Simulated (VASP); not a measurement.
# Be12Cl in VASP: notebook

Be12Cl is run at these levels: PBE+D3(BJ); tasks: single point.

Everything below comes from runs of VASP 6.6.1. Logs are shortened: lines on timing, memory, paths and dates and some standing lists are left out, and cuts for length are marked.

### Step 1. The cell of the first run

The cell holds a slab with vacuum, 13 atoms: a = 4.580 Å, b = 4.580 Å, c = 16.588 Å, α = 90.00°, β = 90.00°, γ = 60.00°.

### Step 2. Single point, PBE+D3(BJ)

INCAR reads:

```
ALGO = Normal ; EDIFF = 1E-6
ENCUT = 520 ; GGA = PE
ISIF = 2 ; ISMEAR = -1
IVDW = 12 ; LASPH = T
LCHARG = F ; LREAL = F
LWAVE = F ; NBANDS = 28
NELM = 100 ; PREC = Accurate
SIGMA = 0.1
```

KPOINTS reads:

```
k-points
0
Gamma
  4 4 1
```

POSCAR reads:

```
Be12Cl
1.0
    4.5800000000      0.0000000000      0.0000000000
    2.2900000000      3.9663960000      0.0000000000
    0.0000000000      0.0000000000     16.5884300000
Be Cl
12 1
Direct
    0.0000000000      0.0000000000      0.0602830000
    0.5000000000      0.0000000000      0.0602830000
    0.0000000000      0.5000000000      0.0602830000
    0.5000000000      0.5000000000      0.0602830000
   -0.1667099669      0.3332797749      0.1664300257
    0.3333392367      0.3335320086      0.1665628295
   -0.1667405512      0.8330735619      0.1685340510
    0.3333310968      0.8329662980      0.1665651007
    0.0074902621      0.0064415993      0.2760644988
    0.4863022981      0.0065912669      0.2759061435
    0.0075814383      0.4853371119      0.2760060274
    0.5005062402      0.4995663232      0.2643422219
   -0.1653026391     -0.1679101800      0.3757771719
```

Potentials or basis: VASP PAW PBE potentials, release 64 (Be, Cl).

On the command line:

```sh
$ cat potpaw_PBE.64/Be/POTCAR potpaw_PBE.64/Cl/POTCAR > POTCAR
$ mpirun -np 1 vasp_std > vasp.out
```

OUTCAR:

```text
EDIFF = 1E-6
   ENCUT = 520
   GGA = PE
   ISIF = 2
   ISMEAR = -1
   IVDW = 12
   LASPH = T
   LREAL = F
   NELM = 100
   PREC = Accurate
 IVDW          = 12

 ion  position               nearest neighbor table
   1  0.000  0.000  0.060-   5 2.20   8 2.20   7 2.23   3 2.29   3 2.29   4 2.29   4 2.29   2 2.29
                             2 2.29
   2  0.500  0.000  0.060-   6 2.20   8 2.20   7 2.23   4 2.29   3 2.29   4 2.29   3 2.29   1 2.29
                             1 2.29
   3  0.000  0.500  0.060-   5 2.20   6 2.20   7 2.23   1 2.29   1 2.29   2 2.29   2 2.29   4 2.29
                             4 2.29
   4  0.500  0.500  0.060-   5 2.20   8 2.20   6 2.20   2 2.29   1 2.29   2 2.29   1 2.29   3 2.29
                             3 2.29
   5  0.833  0.333  0.166-  12 2.09   1 2.20   4 2.20   3 2.20  11 2.23   9 2.23   8 2.29   6 2.29
                             7 2.29   6 2.29   8 2.29   7 2.29
   6  0.333  0.334  0.167-  12 2.09   4 2.20   3 2.20   2 2.20  11 2.23  10 2.23   8 2.29   5 2.29
                             7 2.29   5 2.29   7 2.29   8 2.29
   7  0.833  0.833  0.169-   3 2.23   2 2.23   1 2.23  10 2.25  11 2.25   9 2.25   5 2.29   6 2.29
                             8 2.29   8 2.29   6 2.29   5 2.29
   8  0.333  0.833  0.167-  12 2.09   4 2.20   1 2.20   2 2.20  10 2.23   9 2.23   6 2.29   5 2.29
                             7 2.29   7 2.29   5 2.29   6 2.29
   9  0.007  0.006  0.276-  13 2.15  10 2.19  11 2.19   8 2.23   5 2.23   7 2.25  12 2.30  12 2.30
                            11 2.39  10 2.39
  10  0.486  0.007  0.276-  13 2.16  11 2.19   9 2.19   8 2.23   6 2.23   7 2.25  12 2.30  12 2.30
                             9 2.39  11 2.39
  11  0.008  0.485  0.276-  13 2.15  10 2.19   9 2.19   6 2.23   5 2.23   7 2.25  12 2.30  12 2.30
                             9 2.39  10 2.39
  12  0.501  0.500  0.264-   6 2.09   8 2.09   5 2.09  10 2.30   9 2.30  11 2.30  11 2.30  10 2.30
                             9 2.30
  13  0.835  0.832  0.376-  11 2.15   9 2.15  10 2.16

  LATTYP: Found a hexagonal cell.
 ALAT       =     4.5799996975
 C/A-ratio  =     3.6219281868

  Lattice vectors:

 A1 = (  -2.2900000000,  -3.9663960000,   0.0000000000)
 A2 = (   4.5800000000,   0.0000000000,   0.0000000000)
 A3 = (   0.0000000000,   0.0000000000,  16.5884300000)

Analysis of symmetry for initial positions (statically):
=====================================================================
 Subroutine PRICEL returns:
 Original cell was already a primitive cell.

 Routine SETGRP: Setting up the symmetry group for a
 hexagonal supercell.

 Subroutine GETGRP returns: Found  1 space group operations
 (whereof  1 operations were pure point group operations)
 out of a pool of 24 trial point group operations.

The static configuration has the point symmetry C_1 .

Analysis of symmetry for dynamics (positions and initial velocities):
=====================================================================
 Subroutine PRICEL returns:
 Original cell was already a primitive cell.

 Routine SETGRP: Setting up the symmetry group for a
 hexagonal supercell.

 Subroutine GETGRP returns: Found  1 space group operations
 (whereof  1 operations were pure point group operations)
 out of a pool of 24 trial point group operations.

The dynamic configuration has the point symmetry C_1 .

 Subroutine INISYM returns: Found  1 space group operations
 (whereof  1 operations are pure point group operations),
 and found     1 'primitive' translations

----------------------------------------------------------------------------------------

                                     Primitive cell

  volume of cell :     301.3470

  direct lattice vectors                    reciprocal lattice vectors
     4.580000000  0.000000000  0.000000000     0.218340611 -0.126059022  0.000000000
     2.290000000  3.966396000  0.000000000     0.000000000  0.252118044  0.000000000
     0.000000000  0.000000000 16.588430000     0.000000000  0.000000000  0.060282980

  length of vectors
     4.580000000  4.579999697 16.588430000     0.252118027  0.252118044  0.060282980

  position of ions in fractional coordinates (direct lattice)
     0.000000000  0.000000000  0.060283000
     0.500000000  0.000000000  0.060283000
     0.000000000  0.500000000  0.060283000
     0.500000000  0.500000000  0.060283000
     0.833290033  0.333279775  0.166430026
     0.333339237  0.333532009  0.166562830
     0.833259449  0.833073562  0.168534051
     0.333331097  0.832966298  0.166565101
     0.007490262  0.006441599  0.276064499
     0.486302298  0.006591267  0.275906144
     0.007581438  0.485337112  0.276006027
     0.500506240  0.499566323  0.264342222
     0.834697361  0.832089820  0.375777172

  ion indices of the primitive-cell ions
   primitive index   ion index
                 1           1
                 2           2
                 3           3
                 4           4
                 5           5
[... 82 lines left out ...]
  Thomas-Fermi vector in A             =   1.867557
   LORBIT       =      0    0 simple, 1 ext, 2 COOP (PROOUT), +10 PAW based schemes
   GGA     = PE    functional components
   LHFCALC =     F    Hartree Fock is set to
   AEXX    =    0.0000 exact exchange contribution
   IVDW    =    12    specifies the selected vdW correction
   LEPSILON=     F    determine dielectric tensor
   LRPA    =     F    only Hartree local field effects (RPA)
 non-spin polarized calculation
  energy-cutoff  :      520.00
  volume of cell :      301.35
 maximum number of plane-waves:      8143
 NGX is ok and might be reduce to    36
   NGX = 17   NGY = 17   NGZ = 61

 number of electron      31.0000000 magnetization

 Free energy of the ion-electron system (eV)
  ---------------------------------------------------
  ext. energy  EPLUGINS =         0.00000000
  ---------------------------------------------------
  free energy    TOTEN  =       -44.81625882 eV

  energy without entropy =      -44.72985736  energy(sigma->0) =      -44.77305809

 E-fermi :  -0.5455     XC(G=0):  -5.0981

 val. band max:       -0.6352879695   @ k =   0.2500   0.5000   0.0000
 cond. band min:      -0.3020110374   @ k =   0.5000   0.0000   0.0000
 fundamental gap:      0.3332769321
 Fermi energy:        -0.5454670238

 k-point     1 :       0.0000    0.0000    0.0000
  band No.  band energies     occupation
      1     -17.7183      2.00000
      2     -10.2795      2.00000
      3      -8.1963      2.00000
      4      -6.5181      2.00000
      5      -5.8179      2.00000
      6      -5.8159      2.00000
[... 19 lines left out ...]
     26       4.6329      0.00000
     27       4.6696      0.00000

 k-point     2 :       0.2500    0.0000    0.0000
  band No.  band energies     occupation
      1     -17.6903      2.00000
      2      -9.8579      2.00000
      3      -7.8797      2.00000
      4      -6.9051      2.00000
      5      -6.1302      2.00000
      6      -5.9702      2.00000
[... 19 lines left out ...]
     26       4.7799      0.00000
     27       4.9783      0.00000

 k-point     3 :       0.2500    0.2500    0.0000
  band No.  band energies     occupation
      1     -17.6903      2.00000
      2      -9.8578      2.00000
      3      -7.8798      2.00000
      4      -6.9049      2.00000
      5      -6.1295      2.00000
      6      -5.9688      2.00000
[... 173 lines left out ...]
  band No.  band energies     occupation
      1     -17.6619      2.00000
      2      -9.0256      2.00000
      3      -7.6551      2.00000
      4      -7.3305      2.00000
      5      -7.1768      2.00000
      6      -6.3573      2.00000
[... 19 lines left out ...]
     26       5.7322      0.00000
     27       5.8571      0.00000

 k-point    10 :      -0.2500    0.2500    0.0000
  band No.  band energies     occupation
      1     -17.6619      2.00000
      2      -9.0257      2.00000
      3      -7.6555      2.00000
      4      -7.3297      2.00000
      5      -7.1772      2.00000
      6      -6.3560      2.00000
[... 19 lines left out ...]
     26       5.7311      0.00000
     27       5.8582      0.00000
 [bands above 27 left out]

------------------------ aborting loop because EDIFF is reached ----------------------------------------

 Edisp (eV)   -3.01802

 E8    (eV) :    -1.0964

  FORCE on cell =-STRESS in cart. coord.  units (eV):
  Direction    XX          YY          ZZ          XY          YZ          ZX
  --------------------------------------------------------------------------------------
  -------------------------------------------------------------------------------------
  Total      -7.45150    -7.45736     0.01638    -0.00837     0.04916    -0.02426
  in kB     -39.61751   -39.64869     0.08711    -0.04451     0.26140    -0.12900
  external pressure =      -26.39 kB  Pullay stress =        0.00 kB

 VOLUME and BASIS-vectors are now :
 -----------------------------------------------------------------------------
  energy-cutoff  :      520.00
  volume of cell :      301.35
      direct lattice vectors                 reciprocal lattice vectors
     4.580000000  0.000000000  0.000000000     0.218340611 -0.126059022  0.000000000
     2.290000000  3.966396000  0.000000000     0.000000000  0.252118044  0.000000000
     0.000000000  0.000000000 16.588430000     0.000000000  0.000000000  0.060282980

 POSITION                                       TOTAL-FORCE (eV/Angst)
 -----------------------------------------------------------------------------------
      0.00000      0.00000      1.00000        -0.021053     -0.016859     -0.016935
      2.29000      0.00000      1.00000         0.018389     -0.012514     -0.013471
      1.14500      1.98320      1.00000         0.002549      0.023731     -0.018111
      3.43500      1.98320      1.00000        -0.002074     -0.000249      0.025057
      4.57968      1.32192      2.76081        -0.006541     -0.000404      0.005180
      2.29048      1.32292      2.76302         0.007510     -0.003778     -0.013010
      5.72407      3.30430      2.79572         0.006036      0.003814      0.011657
      3.43415      3.30387      2.76305         0.003934     -0.007113     -0.011570
      0.04906      0.02555      4.57948        -0.010625      0.002303      0.004769
      2.24236      0.02614      4.57685         0.013557     -0.006928      0.020488
      1.14614      1.92504      4.57851        -0.005959      0.012517      0.011357
      3.43633      1.98148      4.38502         0.001580     -0.002832      0.003709
      5.72840      3.30040      6.23355        -0.007303      0.008312     -0.009121
 -----------------------------------------------------------------------------------
    total drift:                                0.000012     -0.000022     -0.000379

  FREE ENERGIE OF THE ION-ELECTRON SYSTEM (eV)
  ---------------------------------------------------
  free  energy   TOTEN  =       -47.8342744271 eV

  energy  without entropy=      -47.7478729674  energy(sigma->0) =      -47.79107370
```

It took 4.3 min on 1 thread of Intel Xeon 8259CL, shared host; peak memory 0.41 GiB.

What came out:

```yaml
Free_energy: -47.8343 eV
Largest_force: 0.032 eV/Å
Band_gap_on_the_k_mesh: zero (an odd number of electrons rules out a gap without spin polarisation)
Dispersion_energy_per_atom: -0.232 eV
```

Forces in eV/Å, atoms in the order of the input:
```
Be  -0.021 -0.017 -0.017
Be   0.018 -0.013 -0.013
Be   0.003  0.024 -0.018
Be  -0.002  0.000  0.025
Be  -0.007  0.000  0.005
Be   0.008 -0.004 -0.013
Be   0.006  0.004  0.012
Be   0.004 -0.007 -0.012
Be  -0.011  0.002  0.005
Be   0.014 -0.007  0.020
Be  -0.006  0.013  0.011
Be   0.002 -0.003  0.004
Cl  -0.007  0.008 -0.009
```

Caveat: the k points lie up to 0.40 Å⁻¹ apart, too coarse for converged energies and pressures of a metal; there is no dipole correction, which matters where the two faces differ.

### Step 3. Single point, PBE+D3(BJ)

INCAR reads:

```
PREC = Accurate
ENCUT = 520
EDIFF = 1E-6
ISMEAR = -1
SIGMA = 0.1
LREAL = F
LASPH = T
NELM = 100
ALGO = Normal
ISIF = 2
LWAVE = F
LCHARG = T
GGA = PE
IVDW = 12
LELF = T
LVHAR = T
NBANDS = 28
```

KPOINTS reads:

```
regular mesh
0
Gamma
  4 4 1
```

POSCAR reads:

```
Be12Cl
1.0
    4.5800000000      0.0000000000      0.0000000000
    2.2900000000      3.9663960000      0.0000000000
    0.0000000000      0.0000000000     16.5884300000
Be Cl
12 1
Direct
    0.0000000000      0.0000000000      0.0602829804
    0.5000000000      0.0000000000      0.0602829804
    0.0000000000      0.5000000000      0.0602829804
    0.5000000000      0.5000000000      0.0602829804
   -0.1667100295      0.3332798843      0.1664300359
    0.3333392390      0.3335320024      0.1665628393
   -0.1667405377      0.8330736517      0.1685340325
    0.3333310674      0.8329662495      0.1665651300
    0.0074903274      0.0064416160      0.2760645221
    0.4863023479      0.0065913741      0.2759061587
    0.0075814667      0.4853370667      0.2760060476
    0.5005061228      0.4995663570      0.2643421951
   -0.1653025855     -0.1679101129      0.3757771531
```

Potentials or basis: VASP PAW PBE potentials, release 64 (Be, Cl).

On the command line:

```sh
$ cat potpaw_PBE.64/Be/POTCAR potpaw_PBE.64/Cl/POTCAR > POTCAR
$ mpirun -np 1 vasp_std > vasp.out
```

It took 5.2 min on 1 thread of Intel Xeon 8259CL, shared host; peak memory 0.41 GiB.

It converged, with:

```
Free energy                : -47.8343 eV
Largest force              : 0.032 eV/Å
Band gap on the k mesh     : zero (an odd number of electrons rules out a gap without spin polarisation)
Dispersion energy per atom : -0.232 eV
```

Forces on the atoms (eV/Å):
```
Be  -0.021 -0.017 -0.017
Be   0.018 -0.013 -0.013
Be   0.003  0.024 -0.018
Be  -0.002  0.000  0.025
Be  -0.007  0.000  0.005
Be   0.008 -0.004 -0.013
Be   0.006  0.004  0.012
Be   0.004 -0.007 -0.012
Be  -0.011  0.002  0.005
Be   0.014 -0.007  0.020
Be  -0.006  0.013  0.011
Be   0.002 -0.003  0.004
Cl  -0.007  0.008 -0.009
```

Levels at points of the mesh, in eV from the Fermi level:
```tsv
k point	band 12	band 13	band 14	band 15	band 16	band 17	band 18	band 19	band 20	band 21
(0.00, 0.00, 0.00)	-2.13	-1.96	-1.75	-1.75	-1.75	0.25	2.82	2.87	2.87	3.90
(0.50, 0.00, 0.00)	-2.07	-1.32	-0.87	0.24	0.82	1.08	2.51	3.16	3.22	4.45
(0.50, 0.50, 0.00)	-2.07	-1.32	-0.86	0.25	0.82	1.08	2.50	3.16	3.22	4.45
(0.00, 0.50, 0.00)	-2.07	-1.32	-0.86	0.24	0.82	1.08	2.50	3.16	3.22	4.45
```

Caveat: the k points lie up to 0.40 Å⁻¹ apart, too coarse for converged energies and pressures of a metal; there is no dipole correction, which matters where the two faces differ.

### Step 4. Single point, PBE+D3(BJ)

INCAR reads:

```
PREC     = Accurate       # precision mode
ENCUT    = 520            # plane-wave cutoff, eV
EDIFF    = 1E-6           # SCF threshold, eV
ISMEAR   = -1             # smearing method
SIGMA    = 0.1            # smearing width, eV
LREAL    = False          # projectors in reciprocal space
LASPH    = True           # aspherical terms in the spheres
NELM     = 60             # most SCF steps
ALGO     = Normal         # electronic algorithm
ISIF     = 2              # what is computed and relaxed
LWAVE    = False          # write WAVECAR
LCHARG   = False          # write CHGCAR
GGA      = PE             # functional
IVDW     = 12             # dispersion correction
NBANDS   = 28             # bands
```

KPOINTS is that of step 3.

POSCAR reads:

```
Be12Cl
1.0
    4.5800000000      0.0000000000      0.0000000000
    2.2900000000      3.9663960000      0.0000000000
    0.0000000000      0.0000000000     16.5884300000
Be Cl
12 1
Direct
    0.0000000000      0.0000000000      0.0602829804
    0.5000000000      0.0000000000      0.0602829804
    0.0000000000      0.5000000000      0.0602829804
    0.5000000000      0.5000000000      0.0602829804
   -0.1688725504      0.3305333103      0.1658114119
    0.3265577053      0.3392976899      0.1673886558
   -0.1590093177      0.8252282425      0.1671847185
    0.3259857941      0.8250257917      0.1671018897
   -0.0045430250     -0.0028501945      0.2767257058
    0.4976878078     -0.0061315108      0.2619453438
   -0.0052212707      0.4932119738      0.2771157367
    0.5007786944      0.4928295107      0.2770943965
    0.1690845370     -0.3476319561      0.3796892774
```

On the command line:

```sh
$ cat potpaw_PBE.64/Be/POTCAR potpaw_PBE.64/Cl/POTCAR > POTCAR
$ mpirun -np 1 vasp_std > vasp.out
```

Wall time 3.4 min (1 thread of Intel Xeon 8259CL, shared host); peak memory 0.42 GiB.

Results (log left out):

```yaml
Free_energy: -47.7518 eV
Largest_force: 0.112 eV/Å
Band_gap_on_the_k_mesh: zero (an odd number of electrons rules out a gap without spin polarisation)
Dispersion_energy_per_atom: -0.231 eV
```

Forces on the atoms (eV/Å):
```
Be  -0.042 -0.095 -0.025
Be  -0.039 -0.028  0.064
Be   0.030  0.001 -0.021
Be  -0.109 -0.002 -0.027
Be   0.017  0.002  0.003
Be   0.017  0.008 -0.007
Be   0.017  0.005 -0.001
Be   0.018  0.005 -0.002
Be   0.028  0.005  0.018
Be   0.021  0.014  0.007
Be   0.030  0.004  0.002
Be   0.020  0.008 -0.006
Cl  -0.008  0.074 -0.006
```

Levels at points of the mesh, in eV from the Fermi level:
| k point | band 14 | band 15 | band 16 | band 17 | band 18 | band 19 |
| --- | --- | --- | --- | --- | --- | --- |
| (0.00, 0.00, 0.00) | -1.75 | -1.74 | -1.68 | 0.05 | 2.75 | 2.77 |
| (0.50, 0.00, 0.00) | -0.89 | 0.32 | 0.85 | 1.14 | 2.39 | 3.15 |
| (0.50, 0.50, 0.00) | -0.89 | 0.31 | 0.84 | 1.14 | 2.39 | 3.16 |
| (0.00, 0.50, 0.00) | -0.89 | 0.31 | 0.84 | 1.14 | 2.43 | 3.14 |

Caveat: the k points lie up to 0.40 Å⁻¹ apart, too coarse for converged energies and pressures of a metal; there is no dipole correction, which matters where the two faces differ.

### Step 5. Single point, PBE+D3(BJ)

INCAR reads:

```
  ALGO = Normal
  EDIFF = 1E-6
  ENCUT = 520
  GGA = PE
  ISIF = 2
  ISMEAR = -1
  IVDW = 12
  LASPH = True
  LCHARG = False
  LREAL = False
  LWAVE = False
  NBANDS = 28
  NELM = 60
  PREC = Accurate
  SIGMA = 0.1
```

KPOINTS reads:

```
k-points
0
Gamma
  4 4 1
```

POSCAR reads:

```
Be12Cl
1.0
    4.5800000000      0.0000000000      0.0000000000
    2.2900000000      3.9663960000      0.0000000000
    0.0000000000      0.0000000000     16.5884300000
Be Cl
12 1
Direct
    0.0000000000      0.0000000000      0.0602829804
    0.5000000000      0.0000000000      0.0602829804
    0.0000000000      0.5000000000      0.0602829804
    0.5000000000      0.5000000000      0.0602829804
   -0.1666689326      0.3329662495      0.1665651300
    0.3332595884      0.3330733996      0.1685340325
   -0.1666607610      0.8335320024      0.1665628393
    0.3332900966      0.8332796322      0.1664300359
    0.0005061228     -0.0004336430      0.2643421951
    0.5075814667     -0.0146629333      0.2760060476
   -0.0136975261      0.5065911220      0.2759061587
    0.5074903274      0.5064416160      0.2760645221
    0.3346974145     -0.6679101129      0.3757771531
```

On the command line:

```sh
$ cat potpaw_PBE.64/Be/POTCAR potpaw_PBE.64/Cl/POTCAR > POTCAR
$ mpirun -np 1 vasp_std > vasp.out
```

Run time: 4.2 min. Hardware: 1 thread of Intel Xeon 8259CL, shared host; peak memory 0.4 GiB.

Results (log left out):

```
Free energy                : -47.8343 eV
Largest force              : 0.032 eV/Å
Band gap on the k mesh     : zero (an odd number of electrons rules out a gap without spin polarisation)
Dispersion energy per atom : -0.232 eV
```

Forces on the atoms (eV/Å):
```
Be  -0.002  0.000  0.025
Be   0.003  0.024 -0.018
Be   0.018 -0.013 -0.013
Be  -0.021 -0.017 -0.017
Be   0.004 -0.007 -0.012
Be   0.006  0.004  0.012
Be   0.008 -0.004 -0.013
Be  -0.007  0.000  0.005
Be   0.002 -0.003  0.004
Be  -0.006  0.013  0.011
Be   0.014 -0.007  0.020
Be  -0.011  0.002  0.005
Cl  -0.007  0.008 -0.009
```

Levels at points of the mesh, in eV from the Fermi level:
```csv
k point,band 14,band 15,band 16,band 17,band 18,band 19
"(0.00, 0.00, 0.00)",-1.75,-1.75,-1.75,0.25,2.82,2.87
"(0.50, 0.00, 0.00)",-0.87,0.24,0.82,1.08,2.51,3.16
"(0.50, 0.50, 0.00)",-0.86,0.25,0.82,1.08,2.50,3.16
"(0.00, 0.50, 0.00)",-0.86,0.24,0.82,1.08,2.50,3.16
```

Caveat: the k points lie up to 0.40 Å⁻¹ apart, too coarse for converged energies and pressures of a metal; there is no dipole correction, which matters where the two faces differ.

The gap in the log of VASP goes by the Fermi energy; the results here count the filled bands.